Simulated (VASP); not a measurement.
Here is a VASP 6.6.1 calculation.

INCAR

```
ALGO = Normal
EDIFF = 1E-7
ENCUT = 520
GGA = PE
ISIF = 2
ISMEAR = 0
LASPH = T
LCHARG = T
LELF = T
LREAL = F
LVHAR = T
LWAVE = F
NBANDS = 16
NELM = 100
PREC = Accurate
SIGMA = 0.05
```

File KPOINTS:

```
k-points
0
Gamma
  10 10 10
```

Contents of POSCAR:

```
CdSe
1.0
    0.0000000000      3.2106439978      3.2106439978
    3.2106439978      0.0000000000      3.2106439978
    3.2106439978      3.2106439978      0.0000000000
Cd Se
1 1
Direct
    0.0000000000      0.0000000000      0.0000000000
    0.7500000000      0.7500000000      0.7500000000
```

Potentials or basis: VASP PAW PBE potentials, release 64 (Cd, Se).

The run is started by

```console
$ cat potpaw_PBE.64/Cd/POTCAR potpaw_PBE.64/Se/POTCAR > POTCAR
$ mpirun -np 1 vasp_std > vasp.out
```

(1) Estimate the pressure.

(2) What does it give for the band gap on the k mesh?

## Answers

(1) -3.6 GPa.

(2) 0.27 eV.

Caveat: the cell differs from its parent crystal (strained); the cell stands under tension.
